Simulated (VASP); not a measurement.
# CsSrF3 (Pm-3m) in VASP: notebook

Runs on CsSrF3. Level: LDA. Tasks: single point.

Everything below comes from runs of VASP 6.6.1. Logs are shortened: lines on timing, memory, paths and dates and some standing lists are left out, and cuts for length are marked.

## 1. The cell of the first run

Symmetry: Pm-3m, No. 221, cubic system. The conventional cell has a = 4.599 Å, b = 4.599 Å, c = 4.599 Å, α = 90.00°, β = 90.00°, γ = 90.00°. Cs (site symmetry m-3m) has 12 F at 3.25 Å and 8 Sr at 3.98 Å within 4.3 Å. Within 3.0 Å of Sr (site symmetry m-3m) lie 6 F at 2.30 Å. F (site symmetry 4/mmm) has 2 Sr at 2.30 Å within 3.0 Å.

## 2. Single point, LDA

INCAR reads:

```
SYSTEM = CsSrF3
PREC     = Accurate       ! precision mode
ENCUT    = 520            ! plane-wave cutoff, eV
EDIFF    = 1E-6           ! SCF threshold, eV
ISMEAR   = 0              ! smearing method
SIGMA    = 0.01           ! smearing width, eV
LREAL    = .False.        ! projectors in reciprocal space
LASPH    = .True.         ! aspherical terms in the spheres
NELM     = 80             ! most SCF steps
ALGO     = Normal         ! electronic algorithm
ISIF     = 2              ! what is computed and relaxed
LWAVE    = .False.        ! write WAVECAR
LCHARG   = .True.         ! write CHGCAR
GGA      = CA             ! functional
LELF     = .True.         ! ELF
LVHAR    = .True.       
NBANDS   = 28             ! bands
```

KPOINTS reads:

```
regular mesh
0
Gamma
  4 4 4
  0 0 0
```

POSCAR reads:

```
CsSrF3
1.0
    4.5988644148      0.0000000000      0.0000000000
    0.0000000000      4.5988644148      0.0000000000
    0.0000000000      0.0000000000      4.5988644148
Cs Sr F
1 1 3
Direct
    0.0000000000      0.0000000000      0.0000000000
    0.5000000000      0.5000000000      0.5000000000
    0.0000000000      0.5000000000      0.5000000000
    0.5000000000      0.0000000000      0.5000000000
    0.5000000000      0.5000000000      0.0000000000
```

Potentials or basis: VASP PAW LDA potentials, release 64 (Cs_sv, Sr_sv, F).

Launch:

```sh
$ cat potpaw_LDA.64/Cs_sv/POTCAR potpaw_LDA.64/Sr_sv/POTCAR potpaw_LDA.64/F/POTCAR > POTCAR
$ mpirun -np 1 vasp_std > vasp.out
```

OUTCAR:

```text
SYSTEM = CsSrF3
   PREC = Accurate
   ENCUT = 520
   EDIFF = 1E-6
   ISMEAR = 0
   LREAL = .False.
   LASPH = .True.
   NELM = 80
   ISIF = 2
   GGA = CA

 ion  position               nearest neighbor table
   1  0.000  0.000  0.000-   2 3.98   2 3.98   2 3.98   2 3.98   2 3.98   2 3.98   2 3.98   2 3.98

   2  0.500  0.500  0.500-   3 2.30   4 2.30   5 2.30   5 2.30   4 2.30   3 2.30   1 3.98   1 3.98
                             1 3.98   1 3.98   1 3.98   1 3.98   1 3.98   1 3.98
   3  0.000  0.500  0.500-   2 2.30   2 2.30
   4  0.500  0.000  0.500-   2 2.30   2 2.30
   5  0.500  0.500  0.000-   2 2.30   2 2.30

  LATTYP: Found a simple cubic cell.
 ALAT       =     4.5988644148

  Lattice vectors:

 A1 = (   4.5988644148,   0.0000000000,   0.0000000000)
 A2 = (   0.0000000000,   4.5988644148,   0.0000000000)
 A3 = (   0.0000000000,   0.0000000000,   4.5988644148)

Analysis of symmetry for initial positions (statically):
=====================================================================
 Subroutine PRICEL returns:
 Original cell was already a primitive cell.

 Routine SETGRP: Setting up the symmetry group for a
 simple cubic supercell.

 Subroutine GETGRP returns: Found 48 space group operations
 (whereof 48 operations were pure point group operations)
 out of a pool of 48 trial point group operations.

The static configuration has the point symmetry O_h .

Analysis of symmetry for dynamics (positions and initial velocities):
=====================================================================
 Subroutine PRICEL returns:
 Original cell was already a primitive cell.

 Routine SETGRP: Setting up the symmetry group for a
 simple cubic supercell.

 Subroutine GETGRP returns: Found 48 space group operations
 (whereof 48 operations were pure point group operations)
 out of a pool of 48 trial point group operations.

The dynamic configuration has the point symmetry O_h .

 Subroutine INISYM returns: Found 48 space group operations
 (whereof 48 operations are pure point group operations),
 and found     1 'primitive' translations

----------------------------------------------------------------------------------------

                                     Primitive cell

  volume of cell :      97.2639

  direct lattice vectors                    reciprocal lattice vectors
[... 78 lines left out ...]
   EDIFF  = 0.1E-05   stopping-criterion for ELM
   LREAL  =      F    real-space projection
   EDIFFG = 0.1E-04   stopping-criterion for IOM
   NSW    =      0    number of steps for IOM
   IBRION =     -1    ionic relax: 0-MD 1-quasi-New 2-CG
   NFREE  =      0    steps in history (QN), initial steepest desc. (CG)
   ISIF   =      2    stress and relaxation
   ISYM   =      2    0-nonsym 1-usesym 2-fastsym
   POTIM  = 0.5000    time-step for ionic-motion
   TEBEG  =    0.0;   TEEND  =   0.0 temperature during run
   PSTRESS=    0.0 pullay stress
   NELECT =      40.0000    total number of electrons
   NUPDOWN=      -1.0000    fix difference up-down
   EMIN   =  10.00;   EMAX   =-10.00  energy-range for DOS
   EFERMI =   0.00;   METHOD = LEGACY
   ISMEAR =     0;   SIGMA  =   0.01  broadening in eV -4-tet -1-fermi 0-gaus
   EFERMI_NEDOS =   21; number of points for ismear=-14 and -15
   IALGO  =     38    algorithm
   IMIX   =      4    mixing-type and parameters
     AMIX     =   0.40;   BMIX     =  1.00
     AMIX_MAG =   1.60;   BMIX_MAG =  1.00
  volume/ion in A,a.u.               =      19.45       131.27
  Fermi-wavevector in a.u.,A,eV,Ry     =   1.217431  2.300610 20.165703  1.482137
  Thomas-Fermi vector in A             =   2.352751
   LORBIT       =      0    0 simple, 1 ext, 2 COOP (PROOUT), +10 PAW based schemes
   GGA     = CA    functional components
   LHFCALC =     F    Hartree Fock is set to
   AEXX    =    0.0000 exact exchange contribution
   IVDW    =     0    specifies the selected vdW correction
   LEPSILON=     F    determine dielectric tensor
   LRPA    =     F    only Hartree local field effects (RPA)
 non-spin polarized calculation
 Gauss-broadening in eV      SIGMA  =   0.01
  energy-cutoff  :      520.00
  volume of cell :       97.26
 maximum number of plane-waves:      2657
 NGX is ok and might be reduce to    36
   NGX = 17   NGY = 17   NGZ = 17

 number of electron      40.0000045 magnetization

 Free energy of the ion-electron system (eV)
  ---------------------------------------------------
  ext. energy  EPLUGINS =         0.00000000
  ---------------------------------------------------
  free energy    TOTEN  =       -27.15437428 eV

  energy without entropy =      -27.15437428  energy(sigma->0) =      -27.15437428

 E-fermi :  -1.8085     XC(G=0):  -9.5754

 val. band max:       -1.9003295613   @ k =   0.0000   0.0000   0.0000
 cond. band min:       4.4904270475   @ k =   0.0000   0.0000   0.0000
 fundamental gap:      6.3907566088
 Fermi energy:        -1.8084784396

 k-point     1 :       0.0000    0.0000    0.0000
  band No.  band energies     occupation
      1     -31.1601      2.00000
      2     -20.7819      2.00000
      3     -20.7347      2.00000
      4     -20.7347      2.00000
      5     -19.5016      2.00000
      6     -13.7230      2.00000
[... 299 lines left out ...]
     27      10.2218      0.00000
     28      10.2218      0.00000

------------------------ aborting loop because EDIFF is reached ----------------------------------------

  FORCE on cell =-STRESS in cart. coord.  units (eV):
  Direction    XX          YY          ZZ          XY          YZ          ZX
  --------------------------------------------------------------------------------------
  -------------------------------------------------------------------------------------
  Total        1.3920187      1.3920187      1.3920187      0.0000000     -0.0000000     -0.0000000
  in kB       22.9299882     22.9299882     22.9299882      0.0000000     -0.0000000     -0.0000000
  external PRESSURE =      22.9299882 kB  Pullay stress =       0.0000000 kB

 VOLUME and BASIS-vectors are now :
 -----------------------------------------------------------------------------
  energy-cutoff  :      520.00
  volume of cell :       97.26
      direct lattice vectors                 reciprocal lattice vectors
     4.598864415  0.000000000  0.000000000     0.217444984  0.000000000  0.000000000
     0.000000000  4.598864415  0.000000000     0.000000000  0.217444984  0.000000000
     0.000000000  0.000000000  4.598864415     0.000000000  0.000000000  0.217444984

 POSITION                                       TOTAL-FORCE (eV/Angst)
 -----------------------------------------------------------------------------------
      0.00000      0.00000      0.00000         0.000000      0.000000      0.000000
      2.29943      2.29943      2.29943         0.000000      0.000000      0.000000
      0.00000      2.29943      2.29943         0.000000      0.000000      0.000000
      2.29943      0.00000      2.29943         0.000000      0.000000      0.000000
      2.29943      2.29943      0.00000         0.000000      0.000000      0.000000
 -----------------------------------------------------------------------------------
    total drift:                                0.000000      0.000000      0.000000

  FREE ENERGIE OF THE ION-ELECTRON SYSTEM (eV)
  ---------------------------------------------------
  free  energy   TOTEN  =       -27.1543742788 eV

  energy  without entropy=      -27.1543742788  energy(sigma->0) =      -27.15437428
```

OSZICAR:

```text
N       E                     dE             d eps       ncg     rms          rms(c)
DAV:   1     0.270886795025E+03    0.27089E+03   -0.21308E+04   560   0.135E+03
DAV:   2    -0.134025481729E+02   -0.28429E+03   -0.27350E+03   688   0.308E+02
DAV:   3    -0.296557478680E+02   -0.16253E+02   -0.16203E+02   768   0.743E+01
DAV:   4    -0.304817578572E+02   -0.82601E+00   -0.82471E+00   872   0.918E+00
DAV:   5    -0.304863897721E+02   -0.46319E-02   -0.46318E-02   716   0.755E-01    0.271E+01
DAV:   6    -0.274096264724E+02    0.30768E+01   -0.11050E+01   612   0.245E+01    0.229E+01
DAV:   7    -0.272699483113E+02    0.13968E+00   -0.12303E+00   700   0.597E+00    0.104E+01
DAV:   8    -0.271665761993E+02    0.10337E+00   -0.15856E-01   704   0.293E+00    0.142E+00
DAV:   9    -0.271559273853E+02    0.10649E-01   -0.52644E-02   724   0.129E+00    0.562E-01
DAV:  10    -0.271544179731E+02    0.15094E-02   -0.10890E-02   656   0.645E-01    0.241E-01
DAV:  11    -0.271543860870E+02    0.31886E-04   -0.39364E-04   768   0.122E-01    0.373E-02
DAV:  12    -0.271543755265E+02    0.10560E-04   -0.96388E-05   704   0.589E-02    0.165E-02
DAV:  13    -0.271543744582E+02    0.10683E-05   -0.21684E-05   708   0.272E-02    0.731E-03
DAV:  14    -0.271543742788E+02    0.17935E-06   -0.91854E-07   468   0.608E-03
   1 F= -.27154374E+02 E0= -.27154374E+02  d E =-.641324E-40
```

Run time: 14 s. Hardware: 1 thread of Intel Xeon Platinum 8488C (Sapphire Rapids), shared host; peak memory 0.18 GiB.

What came out:

| Item | Value |
| --- | --- |
| Free energy | -27.1544 eV |
| Pressure | 2.3 GPa |
| Band gap on the k mesh | 6.39 eV, direct |

Levels at points of the mesh, in eV from the valence-band top:
```csv
k point,band 18,band 19,band 20,band 21,band 22,band 23
"(0.00, 0.00, 0.00)",0.00,0.00,0.00,6.39,7.52,7.52
"(0.50, 0.00, 0.00)",-0.68,0.00,0.00,8.00,8.45,9.53
"(0.50, 0.50, 0.00)",-0.45,-0.27,-0.01,8.25,8.74,9.09
"(0.50, 0.50, 0.50)",-0.26,-0.26,-0.26,8.51,8.51,8.51
```

Caveat: spin-orbit coupling is left out, which moves the levels of the heavy elements.

## 3. Single point, LDA

This run uses another cell than the first one, of 19.99 Å³/atom, 1.028 times its volume.

INCAR reads:

```
ALGO = Normal
EDIFF = 1E-6
ENCUT = 520
ISIF = 2
ISMEAR = 0
LASPH = T
LCHARG = F
LREAL = F
LWAVE = F
NBANDS = 28
NELM = 100
PREC = Accurate
SIGMA = 0.01
```

KPOINTS reads:

```
k-points
0
Gamma
  4 4 4
```

Edit POSCAR of step 2 so:

```diff
@@ -2,5 +2,5 @@
 1.0
-    4.5988644148      0.0000000000      0.0000000000
-    0.0000000000      4.5988644148      0.0000000000
-    0.0000000000      0.0000000000      4.5988644148
+    4.6410581883      0.0000000000      0.0000000000
+    0.0000000000      4.6410581883      0.0000000000
+    0.0000000000      0.0000000000      4.6410581883
 Cs Sr F
```

Potentials or basis: VASP PAW LDA potentials, release 64 (Cs_sv, Sr_sv, F).

Launch:

```sh
$ cat potpaw_LDA.64/Cs_sv/POTCAR potpaw_LDA.64/Sr_sv/POTCAR potpaw_LDA.64/F/POTCAR > POTCAR
$ mpirun -np 1 vasp_std > vasp.out
```

Run time: 13 s. Hardware: 1 thread of Intel Xeon Platinum 8488C (Sapphire Rapids), shared host; peak memory 0.18 GiB.

The run converged. Its results:

- Free energy: -27.1820 eV
- Pressure: 0.6 GPa
- Band gap on the k mesh: 6.30 eV, direct

Levels at points of the mesh, in eV from the valence-band top:
```tsv
k point	band 16	band 17	band 18	band 19	band 20	band 21	band 22	band 23	band 24	band 25
(0.00, 0.00, 0.00)	-0.37	-0.37	0.00	0.00	0.00	6.30	7.54	7.54	8.55	8.55
(0.50, 0.00, 0.00)	-0.68	-0.60	-0.60	0.00	0.00	7.93	8.44	9.50	9.56	10.20
(0.50, 0.50, 0.00)	-0.86	-0.39	-0.39	-0.20	-0.01	8.21	8.68	9.04	9.04	10.97
(0.50, 0.50, 0.50)	-0.78	-0.78	-0.19	-0.19	-0.19	8.48	8.48	8.48	10.69	10.69
```

Caveat: spin-orbit coupling is left out, which moves the levels of the heavy elements.

## 4. Single point, LDA

This run uses another cell than the first one, of 20.53 Å³/atom, 1.056 times its volume.

INCAR reads:

```
PREC = Accurate ; ENCUT = 520
EDIFF = 1E-6 ; ISMEAR = 0
SIGMA = 0.01 ; LREAL = False
LASPH = True ; NELM = 60
ALGO = Normal ; ISIF = 2
LWAVE = False ; LCHARG = True
LELF = True ; LVHAR = True
NBANDS = 28
```

KPOINTS reads:

```
regular mesh
0
Gamma
  4 4 4
```

Edit POSCAR of step 3 so:

```diff
@@ -2,5 +2,5 @@
 1.0
-    4.6410581883      0.0000000000      0.0000000000
-    0.0000000000      4.6410581883      0.0000000000
-    0.0000000000      0.0000000000      4.6410581883
+    4.6824984005      0.0000000000      0.0000000000
+    0.0000000000      4.6824984005      0.0000000000
+    0.0000000000      0.0000000000      4.6824984005
 Cs Sr F
```

Launch:

```sh
$ cat potpaw_LDA.64/Cs_sv/POTCAR potpaw_LDA.64/Sr_sv/POTCAR potpaw_LDA.64/F/POTCAR > POTCAR
$ mpirun -np 1 vasp_std > vasp.out
```

Run time: 14 s. Hardware: 1 thread of Intel Xeon Platinum 8488C (Sapphire Rapids), shared host; peak memory 0.18 GiB.

Results (log left out):

```yaml
Free_energy: -27.1837 eV
Pressure: -0.8 GPa
Band_gap_on_the_k_mesh: 6.21 eV, direct
```

Levels at points of the mesh, in eV from the valence-band top:
```csv
k point,band 16,band 17,band 18,band 19,band 20,band 21,band 22,band 23,band 24,band 25
"(0.00, 0.00, 0.00)",-0.33,-0.33,0.00,0.00,0.00,6.21,7.56,7.56,8.54,8.54
"(0.50, 0.00, 0.00)",-0.60,-0.53,-0.53,-0.01,-0.01,7.86,8.43,9.38,9.46,10.11
"(0.50, 0.50, 0.00)",-0.77,-0.33,-0.33,-0.14,-0.02,8.15,8.61,8.99,8.99,10.88
"(0.50, 0.50, 0.50)",-0.73,-0.73,-0.12,-0.12,-0.12,8.44,8.44,8.44,10.55,10.55
```

Caveat: spin-orbit coupling is left out, which moves the levels of the heavy elements.

## 5. Single point, LDA

This run uses another cell than the first one, of 21.07 Å³/atom, 1.083 times its volume.

INCAR reads:

```
PREC     = Accurate       # precision mode
ENCUT    = 520            # plane-wave cutoff, eV
EDIFF    = 1E-7           # SCF threshold, eV
ISMEAR   = 0              # smearing method
SIGMA    = 0.01           # smearing width, eV
LREAL    = F              # projectors in reciprocal space
LASPH    = T              # aspherical terms in the spheres
NELM     = 60             # most SCF steps
ALGO     = Normal         # electronic algorithm
ISIF     = 2              # what is computed and relaxed
LWAVE    = F              # write WAVECAR
LCHARG   = F              # write CHGCAR
NBANDS   = 28             # bands
```

KPOINTS reads:

```
Automatic mesh
0
Gamma
  4 4 4
```

Edit POSCAR of step 4 so:

```diff
@@ -2,5 +2,5 @@
 1.0
-    4.6824984005      0.0000000000      0.0000000000
-    0.0000000000      4.6824984005      0.0000000000
-    0.0000000000      0.0000000000      4.6824984005
+    4.7232178218      0.0000000000      0.0000000000
+    0.0000000000      4.7232178218      0.0000000000
+    0.0000000000      0.0000000000      4.7232178218
 Cs Sr F
```

Potentials or basis: VASP PAW LDA potentials, release 64 (Cs_sv, Sr_sv, F).

Launch:

```sh
$ cat potpaw_LDA.64/Cs_sv/POTCAR potpaw_LDA.64/Sr_sv/POTCAR potpaw_LDA.64/F/POTCAR > POTCAR
$ mpirun -np 1 vasp_std > vasp.out
```

OUTCAR:

```text
PREC = Accurate
   ENCUT = 520
   EDIFF = 1E-7
   ISMEAR = 0
   LREAL = F
   LASPH = T
   NELM = 60
   ISIF = 2

 ion  position               nearest neighbor table
   1  0.000  0.000  0.000-   2 4.09   2 4.09   2 4.09   2 4.09   2 4.09   2 4.09   2 4.09   2 4.09

   2  0.500  0.500  0.500-   3 2.36   4 2.36   5 2.36   5 2.36   4 2.36   3 2.36   1 4.09   1 4.09
                             1 4.09   1 4.09   1 4.09   1 4.09   1 4.09   1 4.09
[... 500 lines left out ...]
  --------------------------------------------------------------------------------------
  -------------------------------------------------------------------------------------
  Total       -1.2982761     -1.2982761     -1.2982761     -0.0000000      0.0000000      0.0000000
  in kB      -19.7407532    -19.7407532    -19.7407532     -0.0000000      0.0000000      0.0000000
  external PRESSURE =     -19.7407532 kB  Pullay stress =       0.0000000 kB

 VOLUME and BASIS-vectors are now :
 -----------------------------------------------------------------------------
  energy-cutoff  :      520.00
  volume of cell :      105.37
      direct lattice vectors                 reciprocal lattice vectors
     4.723217822  0.000000000  0.000000000     0.211720068  0.000000000  0.000000000
     0.000000000  4.723217822  0.000000000     0.000000000  0.211720068  0.000000000
     0.000000000  0.000000000  4.723217822     0.000000000  0.000000000  0.211720068

 POSITION                                       TOTAL-FORCE (eV/Angst)
 -----------------------------------------------------------------------------------
      0.00000      0.00000      0.00000         0.000000      0.000000      0.000000
      2.36161      2.36161      2.36161         0.000000      0.000000      0.000000
      0.00000      2.36161      2.36161         0.000000      0.000000      0.000000
      2.36161      0.00000      2.36161         0.000000      0.000000      0.000000
      2.36161      2.36161      0.00000         0.000000      0.000000      0.000000
 -----------------------------------------------------------------------------------
    total drift:                                0.000000      0.000000      0.000000

  FREE ENERGIE OF THE ION-ELECTRON SYSTEM (eV)
  ---------------------------------------------------
  free  energy   TOTEN  =       -27.1633445259 eV

  energy  without entropy=      -27.1633445259  energy(sigma->0) =      -27.16334453
```

OSZICAR:

```text
N       E                     dE             d eps       ncg     rms          rms(c)
DAV:   1     0.270096527935E+03    0.27010E+03   -0.21325E+04   560   0.134E+03
DAV:   2    -0.123530470436E+02   -0.28245E+03   -0.27363E+03   708   0.301E+02
DAV:   3    -0.297264657360E+02   -0.17373E+02   -0.17309E+02   712   0.755E+01
DAV:   4    -0.304531748990E+02   -0.72671E+00   -0.72551E+00   968   0.938E+00
DAV:   5    -0.304575468127E+02   -0.43719E-02   -0.43718E-02   672   0.736E-01    0.224E+01
DAV:   6    -0.273910716509E+02    0.30665E+01   -0.11310E+01   624   0.246E+01    0.193E+01
DAV:   7    -0.272901087164E+02    0.10096E+00   -0.14059E+00   720   0.597E+00    0.938E+00
DAV:   8    -0.271802132076E+02    0.10990E+00   -0.19977E-01   696   0.318E+00    0.133E+00
DAV:   9    -0.271649313557E+02    0.15282E-01   -0.70241E-02   716   0.142E+00    0.479E-01
DAV:  10    -0.271634286146E+02    0.15027E-02   -0.12431E-02   696   0.669E-01    0.288E-01
DAV:  11    -0.271633576084E+02    0.71006E-04   -0.42602E-04   768   0.127E-01    0.557E-02
DAV:  12    -0.271633470178E+02    0.10591E-04   -0.14086E-04   736   0.650E-02    0.155E-02
DAV:  13    -0.271633446441E+02    0.23737E-05   -0.30165E-05   728   0.302E-02    0.466E-03
DAV:  14    -0.271633445005E+02    0.14359E-06   -0.18793E-06   716   0.791E-03    0.256E-03
DAV:  15    -0.271633445259E+02   -0.25361E-07   -0.96326E-08   504   0.175E-03
   1 F= -.27163345E+02 E0= -.27163345E+02  d E =-.552627E-28
```

stdout:

```text
POSCAR found type information on POSCAR CsSrF
 POSCAR found :  3 types and       5 ions
 scaLAPACK will be used
 LDA part: xc-table for (Slater(with rela. corr.)+CA(PZ))
 , standard interpolation
 POSCAR, INCAR and KPOINTS ok, starting setup
 FFT: planning ... GRIDC
 FFT: planning ... GRID_SOFT
 FFT: planning ... GRID
 WAVECAR not read
 entering main loop
```

It took 14 s on 1 thread of Intel Xeon Platinum 8488C (Sapphire Rapids), shared host; peak memory 0.18 GiB.

What came out:

```
Free energy            : -27.1633 eV
Pressure               : -2.0 GPa
Band gap on the k mesh : 6.12 eV, direct
```

Caveat: spin-orbit coupling is left out, which moves the levels of the heavy elements.

## 6. The runs side by side

| cell | gap on the mesh (eV) | pressure (GPa) |
| --- | --- | --- |
| a = 4.599 Å, 5 atoms | 6.39 | 2.3 |
| a = 4.641 Å, 5 atoms | 6.30 | 0.6 |
| a = 4.682 Å, 5 atoms | 6.21 | -0.8 |
| a = 4.723 Å, 5 atoms | 6.12 | -2.0 |

Alike in all rows: task single point; level LDA; potentials or basis VASP PAW LDA potentials, release 64 (Cs_sv, Sr_sv, F); no spin polarisation; k mesh 4 × 4 × 4; cutoff (eV) 520; smearing gaussian 0.01 eV.

Caveats: spin-orbit coupling is left out, which moves the levels of the heavy elements.

Total energies depend on the potentials used, so only differences within one code and one set of settings carry meaning.
